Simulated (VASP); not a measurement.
Wanted: the native input for a VASP 6.6.1 run.

```yaml
Task: single point
Functional: PBE
Potentials_or_basis: VASP PAW PBE potentials, release 64 (Os)
Cutoff: 520 eV
k_mesh: 17 × 17 × 17
Occupations: fermi-dirac, width 0.1 eV
Spin: no spin polarisation
Dipole_correction: no
Further_INCAR_settings: ALGO = Normal; EDIFF = 1e-06; NBANDS = 10
```

The structure of Os lies in POSCAR:

```
Os
1.0
    0.0000000000      1.6959354110      1.6959354110
    1.6959354110      0.0000000000      1.6959354110
    1.6959354110      1.6959354110      0.0000000000
Os
1
Direct
    0.0000000000      0.0000000000      0.0000000000
```

This cell differs from its parent crystal: volume scaled by 0.68.

The input as run:

INCAR

```
SYSTEM = Os
  PREC = Accurate
  ENCUT = 520
  EDIFF = 1E-6
  ISMEAR = -1
  SIGMA = 0.1
  LREAL = .False.
  LASPH = .True.
  NELM = 100
  ALGO = Normal
  ISIF = 2
  LWAVE = .False.
  LCHARG = .True.
  GGA = PE
  LELF = .True.
  LVHAR = .True.
  NBANDS = 10
```

KPOINTS

```
Automatic mesh
0
Gamma
  17 17 17
  0 0 0
```

Potentials or basis: VASP PAW PBE potentials, release 64 (Os).

Run with:

```sh
$ cat potpaw_PBE.64/Os/POTCAR > POTCAR
$ mpirun -np 1 vasp_std > vasp.out
```

It gave:

* Pressure: 382.1 GPa
* Band gap on the k mesh: zero (band 4 reaches 20.14 eV, above the bottom of band 5 at 12.98 eV)

Caveat: spin-orbit coupling is left out, which moves the levels of the heavy elements.

Wall time 32 s on 1 thread of AMD EPYC 7R13, on a shared host, peak memory 0.1 GiB.
